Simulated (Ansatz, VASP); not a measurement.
V: VASP beside Ansatz

File INCAR:

```
ALGO = Normal
EDIFF = 1E-7
EDIFFG = -0.04
ENCUT = 600
GGA = PE
IBRION = 2
ISIF = 3
ISMEAR = 0
LASPH = True
LCHARG = False
LREAL = False
LWAVE = False
NELM = 60
NSW = 90
PREC = Accurate
SIGMA = 0.1
```

KPOINTS

```
k-points
0
Gamma
  4 4 4
```

Contents of POSCAR:

```
V
1.0
    2.2856885461     -3.4115491836      0.0000000000
    2.2856885461      3.4115491836      0.0000000000
    0.0000000000      0.0000000000      5.1673483018
V
5
Direct
    0.5000000000      0.0000000000      0.2500000000
    0.0000000000      0.5000000000      0.7500000000
    0.0000000000      0.5000000000      0.2500000000
    0.5000000000      0.0000000000      0.7500000000
    0.0000000000      0.0000000000      0.0000000000
```

Input for Ansatz:

```yaml
crystal:
  lattice:
    - [2.2856885461, -3.4115491836, 0.0]
    - [2.2856885461, 3.4115491836, 0.0]
    - [0.0, 0.0, 5.1673483018]
  atoms:
    - { symbol: V, position: [0.5, 0.0, 0.25] }
    - { symbol: V, position: [0.0, 0.5, 0.75] }
    - { symbol: V, position: [0.0, 0.5, 0.25] }
    - { symbol: V, position: [0.5, 0.0, 0.75] }
    - { symbol: V, position: [0.0, 0.0, 0.0] }
basis:
  ecutwfc: 420
kpoints:
  mp_grid: { grid: [4, 4, 4] }
hamiltonian:
  xc: pbe
scf:
  occupations: { method: gaussian, width: 0.1 }
  lower_state_search: "off"
output:
  forces: true
  stress: true
  eigenvalues: true
relax:
  adjacent_minimum: "off"
  f_tol: 0.04
  max_steps: 70
  cell: { stress_tol: 0.4 }
```

Alike in both runs: task relaxation of cell and atoms; functional PBE; k mesh 4 × 4 × 4; occupations gaussian, width 0.1 eV; no spin polarisation.

```csv
,VASP,Ansatz
version,VASP 6.6.1,Ansatz 0.2.0
potentials or method,"VASP PAW PBE potentials, release 64 (V_sv), cutoff 600 eV","scalar-relativistic, plane waves, PAW"
valence electrons in the cell,65,65
```

Ansatz gave:

```
gap on the k mesh at the Fermi level, each at its own relaxed structure (eV) : none
relaxed volume (Å³/atom)                                                     : 15.24
relaxed cell length with the largest relative difference (Å)                 : 6.312
```

**Question.** Which values does VASP return?

**Answer.** gap on the k mesh at the Fermi level, each at its own relaxed structure (eV): none; relaxed volume (Å³/atom): 15.25; relaxed cell length with the largest relative difference (Å): 6.298.

A gap of «none» marks a metal or a gap that the smearing closes.

The k mesh is coarse, so the values compare programs but aren't converged.
